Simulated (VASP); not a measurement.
# Y (Pm-3m) in VASP: further runs

Y is run at these levels: RPBE; tasks: single point.

Everything below comes from runs of VASP 6.6.1. Logs are shortened: lines on timing, memory, paths and dates and some standing lists are left out, and cuts for length are marked.

### 1 The cell of the first run

Symmetry: Pm-3m, No. 221, cubic system. Conventional cell: a = 3.368 Å, b = 3.368 Å, c = 3.368 Å, α = 90.00°, β = 90.00°, γ = 90.00°. Within 4.4 Å of Y (site symmetry m-3m) lie 6 Y at 3.37 Å.

### 2 Single point, RPBE (volume scaled by 1.04)

Contents of INCAR:

```
SYSTEM = Y
PREC     = Accurate       ! precision mode
ENCUT    = 520            ! plane-wave cutoff, eV
EDIFF    = 1E-7           ! SCF threshold, eV
ISMEAR   = -1             ! smearing method
SIGMA    = 0.1            ! smearing width, eV
LREAL    = .False.        ! projectors in reciprocal space
LASPH    = .True.         ! aspherical terms in the spheres
NELM     = 60             ! most SCF steps
ALGO     = Normal         ! electronic algorithm
ISIF     = 2              ! what is computed and relaxed
LWAVE    = .False.        ! write WAVECAR
LCHARG   = .True.         ! write CHGCAR
GGA      = RP             ! functional
LELF     = .True.         ! ELF
LVHAR    = .True.       
NBANDS   = 12             ! bands
```

Contents of KPOINTS:

```
Automatic mesh
0
Gamma
  11 11 11
  0 0 0
```

Contents of POSCAR:

```
Y
1.0
    3.3681015955      0.0000000000      0.0000000000
    0.0000000000      3.3681015955      0.0000000000
    0.0000000000      0.0000000000      3.3681015955
Y
1
Direct
    0.0000000000      0.0000000000      0.0000000000
```

Potentials or basis: VASP PAW PBE potentials, release 64 (Y_sv).

Command:

```sh
$ cat potpaw_PBE.64/Y_sv/POTCAR > POTCAR
$ mpirun -np 1 vasp_std > vasp.out
```

OUTCAR:

```text
SYSTEM = Y
   PREC = Accurate
   ENCUT = 520
   EDIFF = 1E-7
   ISMEAR = -1
   LREAL = .False.
   LASPH = .True.
   NELM = 60
   ISIF = 2
   GGA = RP

 ion  position               nearest neighbor table
   1  0.000  0.000  0.000-

  LATTYP: Found a simple cubic cell.
 ALAT       =     3.3681015955

  Lattice vectors:

 A1 = (   3.3681015955,   0.0000000000,   0.0000000000)
 A2 = (   0.0000000000,   3.3681015955,   0.0000000000)
 A3 = (   0.0000000000,   0.0000000000,   3.3681015955)

Analysis of symmetry for initial positions (statically):
=====================================================================
 Subroutine PRICEL returns:
 Original cell was already a primitive cell.

 Routine SETGRP: Setting up the symmetry group for a
 simple cubic supercell.

 Subroutine GETGRP returns: Found 48 space group operations
 (whereof 48 operations were pure point group operations)
 out of a pool of 48 trial point group operations.

The static configuration has the point symmetry O_h .

Analysis of symmetry for dynamics (positions and initial velocities):
=====================================================================
 Subroutine PRICEL returns:
 Original cell was already a primitive cell.

 Routine SETGRP: Setting up the symmetry group for a
 simple cubic supercell.

 Subroutine GETGRP returns: Found 48 space group operations
 (whereof 48 operations were pure point group operations)
 out of a pool of 48 trial point group operations.

The dynamic configuration has the point symmetry O_h .

 Subroutine INISYM returns: Found 48 space group operations
 (whereof 48 operations are pure point group operations),
 and found     1 'primitive' translations

----------------------------------------------------------------------------------------

                                     Primitive cell

  volume of cell :      38.2081

  direct lattice vectors                    reciprocal lattice vectors
     3.368101596  0.000000000  0.000000000     0.296903158  0.000000000  0.000000000
     0.000000000  3.368101596  0.000000000     0.000000000  0.296903158  0.000000000
     0.000000000  0.000000000  3.368101596     0.000000000  0.000000000  0.296903158

  length of vectors
     3.368101596  3.368101596  3.368101596     0.296903158  0.296903158  0.296903158

  position of ions in fractional coordinates (direct lattice)
     0.000000000  0.000000000  0.000000000

  ion indices of the primitive-cell ions
   primitive index   ion index
                 1           1

----------------------------------------------------------------------------------------

 KPOINTS: Automatic mesh

Automatic generation of k-mesh.
 Grid dimensions read from file:
 generate k-points for:   11   11   11

 Generating k-lattice:

  Cartesian coordinates                     Fractional coordinates (reciprocal lattice)
     0.026991196  0.000000000  0.000000000     0.090909091  0.000000000  0.000000000
     0.000000000  0.026991196  0.000000000     0.000000000  0.090909091  0.000000000
     0.000000000  0.000000000  0.026991196     0.000000000  0.000000000  0.090909091

  Length of vectors
     0.026991196  0.026991196  0.026991196

  Shift w.r.t. Gamma in fractional coordinates (k-lattice)
     0.000000000  0.000000000  0.000000000

 Subroutine IBZKPT returns following result:
 ===========================================

 Found     56 irreducible k-points:

 Following reciprocal coordinates:
            Coordinates               Weight
  0.000000  0.000000  0.000000      1.000000
  0.090909  0.000000  0.000000      6.000000
  0.181818  0.000000  0.000000      6.000000
  0.272727  0.000000  0.000000      6.000000
  0.363636  0.000000  0.000000      6.000000
  0.454545  0.000000  0.000000      6.000000
[... 16 lines left out ...]
  0.181818  0.090909  0.090909     24.000000
  0.272727  0.090909  0.090909     24.000000
 [... further k-points ...]
   k-points           NKPTS =     56   k-points in BZ     NKDIM =     56   number of bands    NBANDS=     12
   number of dos      NEDOS =    301   number of ions     NIONS =      1
   total plane-waves  NPLWV =  21952
   dimension x,y,z NGX =    28 NGY =   28 NGZ =   28
   dimension x,y,z NGXF=    56 NGYF=   56 NGZF=   56
   ions per type =               1
   NGX,Y,Z   is equivalent  to a cutoff of  13.82, 13.82, 13.82 a.u.
   NGXF,Y,Z  is equivalent  to a cutoff of  27.64, 27.64, 27.64 a.u.
 SYSTEM =  Y
   PREC   = accura    normal or accurate (medium, high low for compatibility)
   ISTART =      0    job   : 0-new  1-cont  2-samecut
   ICHARG =      2    charge: 1-file 2-atom 10-const
   ISPIN  =      1    spin polarized calculation?
   LNONCOLLINEAR =      F non collinear calculations
   LSORBIT =      F    spin-orbit coupling
   LASPH  =      T    aspherical Exc in radial PAW
   ENCUT  =  520.0 eV  38.22 Ry    6.18 a.u.   6.26  6.26  6.26*2*pi/ulx,y,z
   NELM   =     60;   NELMIN=  2; NELMDL= -5     # of ELM steps
   EDIFF  = 0.1E-06   stopping-criterion for ELM
   LREAL  =      F    real-space projection
   EDIFFG = 0.1E-05   stopping-criterion for IOM
   NSW    =      0    number of steps for IOM
   IBRION =     -1    ionic relax: 0-MD 1-quasi-New 2-CG
   NFREE  =      0    steps in history (QN), initial steepest desc. (CG)
   ISIF   =      2    stress and relaxation
   ISYM   =      2    0-nonsym 1-usesym 2-fastsym
   POTIM  = 0.5000    time-step for ionic-motion
   TEBEG  =    0.0;   TEEND  =   0.0 temperature during run
   PSTRESS=    0.0 pullay stress
   NELECT =      11.0000    total number of electrons
   NUPDOWN=      -1.0000    fix difference up-down
   EMIN   =  10.00;   EMAX   =-10.00  energy-range for DOS
   EFERMI =   0.00;   METHOD = LEGACY
   ISMEAR =    -1;   SIGMA  =   0.10  broadening in eV -4-tet -1-fermi 0-gaus
   EFERMI_NEDOS =   21; number of points for ismear=-14 and -15
   IALGO  =     38    algorithm
   IMIX   =      4    mixing-type and parameters
     AMIX     =   0.40;   BMIX     =  1.00
     AMIX_MAG =   1.60;   BMIX_MAG =  1.00
  volume/ion in A,a.u.               =      38.21       257.84
  Fermi-wavevector in a.u.,A,eV,Ry     =   1.080987  2.042770 15.898860  1.168533
  Thomas-Fermi vector in A             =   2.216992
   LORBIT       =      0    0 simple, 1 ext, 2 COOP (PROOUT), +10 PAW based schemes
   GGA     = RP    functional components
   LHFCALC =     F    Hartree Fock is set to
   AEXX    =    0.0000 exact exchange contribution
   IVDW    =     0    specifies the selected vdW correction
   LEPSILON=     F    determine dielectric tensor
   LRPA    =     F    only Hartree local field effects (RPA)
 non-spin polarized calculation
  energy-cutoff  :      520.00
  volume of cell :       38.21
 maximum number of plane-waves:      1043
 NGX is ok and might be reduce to    28
   NGX = 13   NGY = 13   NGZ = 13

 number of electron      11.0000001 magnetization

 Free energy of the ion-electron system (eV)
  ---------------------------------------------------
  ext. energy  EPLUGINS =         0.00000000
  ---------------------------------------------------
  free energy    TOTEN  =        -5.34540238 eV

  energy without entropy =       -5.25986253  energy(sigma->0) =       -5.30263246

 E-fermi :   2.3869     XC(G=0):  -8.7232

 val. band max:        2.3823057719   @ k =   0.1818   0.0909   0.0000
 cond. band min:       2.4021150097   @ k =   0.2727   0.2727   0.0000
 fundamental gap:      0.0198092378
 Fermi energy:         2.3868872568

 k-point     1 :       0.0000    0.0000    0.0000
  band No.  band energies     occupation
      1     -40.8587      2.00000
      2     -20.5761      2.00000
      3     -20.5761      2.00000
      4     -20.5761      2.00000
      5      -1.9338      2.00000
      6       1.8979      1.98507
      7       1.8979      1.98507
      8       7.0835      0.00000
      9       7.0835      0.00000
     10       7.0835      0.00000
     11      11.8462      0.00000
     12      11.8462      0.00000

 k-point     2 :       0.0909    0.0000    0.0000
  band No.  band energies     occupation
      1     -40.8551      2.00000
      2     -20.6191      2.00000
      3     -20.5725      2.00000
      4     -20.5725      2.00000
      5      -1.7881      2.00000
      6       1.9419      1.97691
      7       2.0122      1.95389
      8       6.8254      0.00000
      9       6.8254      0.00000
     10       7.1002      0.00000
     11      11.1151      0.00000
     12      12.1919      0.00000

 k-point     3 :       0.1818    0.0000    0.0000
  band No.  band energies     occupation
      1     -40.8455      2.00000
      2     -20.7327      2.00000
      3     -20.5629      2.00000
      4     -20.5629      2.00000
      5      -1.3782      2.00000
      6       2.0643      1.92359
      7       2.3044      1.39069
      8       6.2560      0.00000
      9       6.2560      0.00000
     10       7.1454      0.00000
     11       9.8912      0.00000
     12      13.0098      0.00000
[... 286 lines left out ...]
 k-point    23 :       0.1818    0.0909    0.0909
  band No.  band energies     occupation
      1     -40.8384      2.00000
      2     -20.7246      2.00000
      3     -20.6034      2.00000
      4     -20.5994      2.00000
      5      -1.0954      2.00000
      6       2.2623      1.55320
      7       2.4433      0.72518
      8       5.8976      0.00000
      9       6.0261      0.00000
     10       6.6680      0.00000
     11      10.5275      0.00000
     12      12.3262      0.00000

 k-point    24 :       0.2727    0.0909    0.0909
  band No.  band energies     occupation
      1     -40.8258      2.00000
      2     -20.8686      2.00000
      3     -20.5902      2.00000
      4     -20.5863      2.00000
      5      -0.5019      2.00000
      6       2.4384      0.74800
      7       2.7078      0.07766
      8       5.3881      0.00000
      9       5.4335      0.00000
     10       6.7456      0.00000
     11       9.5404      0.00000
     12      13.0134      0.00000

 [... further k-points ...]
[... 5 lines left out ...]
  --------------------------------------------------------------------------------------
  -------------------------------------------------------------------------------------
  Total       -0.2358977     -0.2358977     -0.2358977      0.0000000      0.0000000     -0.0000000
  in kB       -9.8918798     -9.8918798     -9.8918798      0.0000000      0.0000000     -0.0000000
  external PRESSURE =      -9.8918798 kB  Pullay stress =       0.0000000 kB

 VOLUME and BASIS-vectors are now :
 -----------------------------------------------------------------------------
  energy-cutoff  :      520.00
  volume of cell :       38.21
      direct lattice vectors                 reciprocal lattice vectors
     3.368101596  0.000000000  0.000000000     0.296903158  0.000000000  0.000000000
     0.000000000  3.368101596  0.000000000     0.000000000  0.296903158  0.000000000
     0.000000000  0.000000000  3.368101596     0.000000000  0.000000000  0.296903158

 POSITION                                       TOTAL-FORCE (eV/Angst)
 -----------------------------------------------------------------------------------
      0.00000      0.00000      0.00000         0.000000      0.000000      0.000000
 -----------------------------------------------------------------------------------
    total drift:                               -0.000000     -0.000000     -0.000000

  FREE ENERGIE OF THE ION-ELECTRON SYSTEM (eV)
  ---------------------------------------------------
  free  energy   TOTEN  =        -5.3454023849 eV

  energy  without entropy=       -5.2598625290  energy(sigma->0) =       -5.30263246
```

Run time: 12 s. Hardware: 1 thread of Intel Xeon 6975P-C (Granite Rapids), shared host; peak memory 0.18 GiB.

What came out:

* Free energy: -5.3454 eV
* Pressure: -1.0 GPa

Caveat: the PAW data sets were made with another functional, which shifts forces and pressure a little.

### 3 Single point, RPBE (volume scaled by 1.08)

Contents of INCAR:

```
PREC = Accurate
ENCUT = 520
EDIFF = 1E-6
ISMEAR = -1
SIGMA = 0.1
LREAL = False
LASPH = True
NELM = 60
ALGO = Normal
ISIF = 2
LWAVE = False
LCHARG = False
GGA = RP
NBANDS = 12
```

Contents of KPOINTS:

```
Automatic mesh
0
Gamma
  11 11 11
```

Contents of POSCAR:

```
Y
1.0
    3.4107403194      0.0000000000      0.0000000000
    0.0000000000      3.4107403194      0.0000000000
    0.0000000000      0.0000000000      3.4107403194
Y
1
Direct
    0.0000000000      0.0000000000      0.0000000000
```

Potentials or basis: VASP PAW PBE potentials, release 64 (Y_sv).

Command:

```sh
$ cat potpaw_PBE.64/Y_sv/POTCAR > POTCAR
$ mpirun -np 1 vasp_std > vasp.out
```

OUTCAR:

```text
PREC = Accurate
   ENCUT = 520
   EDIFF = 1E-6
   ISMEAR = -1
   LREAL = False
   LASPH = True
   NELM = 60
   ISIF = 2
   GGA = RP

 ion  position               nearest neighbor table
   1  0.000  0.000  0.000-

  LATTYP: Found a simple cubic cell.
 ALAT       =     3.4107403194

  Lattice vectors:

 A1 = (   3.4107403194,   0.0000000000,   0.0000000000)
 A2 = (   0.0000000000,   3.4107403194,   0.0000000000)
 A3 = (   0.0000000000,   0.0000000000,   3.4107403194)

Analysis of symmetry for initial positions (statically):
=====================================================================
 Subroutine PRICEL returns:
 Original cell was already a primitive cell.

 Routine SETGRP: Setting up the symmetry group for a
 simple cubic supercell.

 Subroutine GETGRP returns: Found 48 space group operations
 (whereof 48 operations were pure point group operations)
 out of a pool of 48 trial point group operations.

The static configuration has the point symmetry O_h .

Analysis of symmetry for dynamics (positions and initial velocities):
=====================================================================
 Subroutine PRICEL returns:
 Original cell was already a primitive cell.

 Routine SETGRP: Setting up the symmetry group for a
 simple cubic supercell.

 Subroutine GETGRP returns: Found 48 space group operations
 (whereof 48 operations were pure point group operations)
 out of a pool of 48 trial point group operations.

The dynamic configuration has the point symmetry O_h .

 Subroutine INISYM returns: Found 48 space group operations
 (whereof 48 operations are pure point group operations),
 and found     1 'primitive' translations

----------------------------------------------------------------------------------------

[... 108 lines left out ...]
   IMIX   =      4    mixing-type and parameters
     AMIX     =   0.40;   BMIX     =  1.00
     AMIX_MAG =   1.60;   BMIX_MAG =  1.00
  volume/ion in A,a.u.               =      39.68       267.76
  Fermi-wavevector in a.u.,A,eV,Ry     =   1.067473  2.017232 15.503832  1.139500
  Thomas-Fermi vector in A             =   2.203091
   LORBIT       =      0    0 simple, 1 ext, 2 COOP (PROOUT), +10 PAW based schemes
   GGA     = RP    functional components
   LHFCALC =     F    Hartree Fock is set to
   AEXX    =    0.0000 exact exchange contribution
   IVDW    =     0    specifies the selected vdW correction
   LEPSILON=     F    determine dielectric tensor
   LRPA    =     F    only Hartree local field effects (RPA)
 non-spin polarized calculation
  energy-cutoff  :      520.00
  volume of cell :       39.68
 maximum number of plane-waves:      1082
 NGX is ok and might be reduce to    28
   NGX = 13   NGY = 13   NGZ = 13

 number of electron      11.0000000 magnetization

 Free energy of the ion-electron system (eV)
  ---------------------------------------------------
  ext. energy  EPLUGINS =         0.00000000
  ---------------------------------------------------
  free energy    TOTEN  =        -5.33290590 eV

  energy without entropy =       -5.24494585  energy(sigma->0) =       -5.28892587

 E-fermi :   2.2171     XC(G=0):  -8.5883

 val. band max:        2.2094884460   @ k =   0.4545   0.4545   0.0000
 cond. band min:       2.2187018088   @ k =   0.1818   0.0909   0.0000
 fundamental gap:      0.0092133629
 Fermi energy:         2.2170599712

 k-point     1 :       0.0000    0.0000    0.0000
  band No.  band energies     occupation
      1     -41.1053      2.00000
      2     -20.8440      2.00000
      3     -20.8440      2.00000
      4     -20.8440      2.00000
      5      -2.0400      2.00000
      6       1.7673      1.97798
      7       1.7673      1.97798
      8       6.7304      0.00000
      9       6.7304      0.00000
     10       6.7304      0.00000
     11      11.4273      0.00000
     12      11.4273      0.00000
[... 331 lines left out ...]
 k-point    24 :       0.2727    0.0909    0.0909
  band No.  band energies     occupation
      1     -41.0772      2.00000
      2     -21.1030      2.00000
      3     -20.8565      2.00000
      4     -20.8532      2.00000
      5      -0.6520      2.00000
      6       2.2812      0.68996
      7       2.5178      0.09417
      8       5.1268      0.00000
      9       5.1633      0.00000
     10       6.4127      0.00000
     11       9.1393      0.00000
     12      12.5410      0.00000

 [... further k-points ...]
[... 5 lines left out ...]
  --------------------------------------------------------------------------------------
  -------------------------------------------------------------------------------------
  Total       -0.4363802     -0.4363802     -0.4363802      0.0000000      0.0000000     -0.0000000
  in kB      -17.6209646    -17.6209646    -17.6209646      0.0000000      0.0000000     -0.0000000
  external PRESSURE =     -17.6209646 kB  Pullay stress =       0.0000000 kB

 VOLUME and BASIS-vectors are now :
 -----------------------------------------------------------------------------
  energy-cutoff  :      520.00
  volume of cell :       39.68
      direct lattice vectors                 reciprocal lattice vectors
     3.410740319  0.000000000  0.000000000     0.293191479  0.000000000  0.000000000
     0.000000000  3.410740319  0.000000000     0.000000000  0.293191479  0.000000000
     0.000000000  0.000000000  3.410740319     0.000000000  0.000000000  0.293191479

 POSITION                                       TOTAL-FORCE (eV/Angst)
 -----------------------------------------------------------------------------------
      0.00000      0.00000      0.00000         0.000000      0.000000      0.000000
 -----------------------------------------------------------------------------------
    total drift:                               -0.000000      0.000000     -0.000000

  FREE ENERGIE OF THE ION-ELECTRON SYSTEM (eV)
  ---------------------------------------------------
  free  energy   TOTEN  =        -5.3329058961 eV

  energy  without entropy=       -5.2449458468  energy(sigma->0) =       -5.28892587
```

OSZICAR:

```text
N       E                     dE             d eps       ncg     rms          rms(c)
DAV:   1     0.268522467403E+02    0.26852E+02   -0.53883E+03  1344   0.805E+02
DAV:   2    -0.417503440101E+01   -0.31027E+02   -0.30163E+02  1632   0.165E+02
DAV:   3    -0.555680503221E+01   -0.13818E+01   -0.13466E+01  1964   0.223E+01
DAV:   4    -0.559061010669E+01   -0.33805E-01   -0.33741E-01  1608   0.326E+00
DAV:   5    -0.559136382877E+01   -0.75372E-03   -0.75364E-03  1884   0.384E-01    0.173E+01
DAV:   6    -0.537229668470E+01    0.21907E+00   -0.24398E-01  1484   0.310E+00    0.105E+01
DAV:   7    -0.533672061028E+01    0.35576E-01   -0.31770E-01  1596   0.346E+00    0.109E+00
DAV:   8    -0.533342011823E+01    0.33005E-02   -0.52223E-02  1540   0.161E+00    0.270E-01
DAV:   9    -0.533311396679E+01    0.30615E-03   -0.91432E-04  1608   0.252E-01    0.152E-01
DAV:  10    -0.533292871677E+01    0.18525E-03   -0.10316E-03  1488   0.238E-01    0.605E-02
DAV:  11    -0.533290596509E+01    0.22752E-04   -0.12982E-04  1504   0.816E-02    0.158E-02
DAV:  12    -0.533290589612E+01    0.68970E-07   -0.38249E-06  1692   0.146E-02
   1 F= -.53329059E+01 E0= -.52889259E+01  d E =-.879600E-01
```

Wall time 9.9 s (1 thread of Intel Xeon 6975P-C (Granite Rapids), shared host); peak memory 0.18 GiB.

What came out:

```
Free energy : -5.3329 eV
Pressure    : -1.8 GPa
```

Levels at points of the mesh, in eV from the Fermi level:
```
           k point  band 1  band 2  band 3  band 4  band 5  band 6  band 7  band 8  band 9  band 10
(0.00, 0.00, 0.00)  -43.32  -23.06  -23.06  -23.06   -4.26   -0.45   -0.45    4.51    4.51     4.51
```

Caveat: the PAW data sets were made with another functional, which shifts forces and pressure a little.
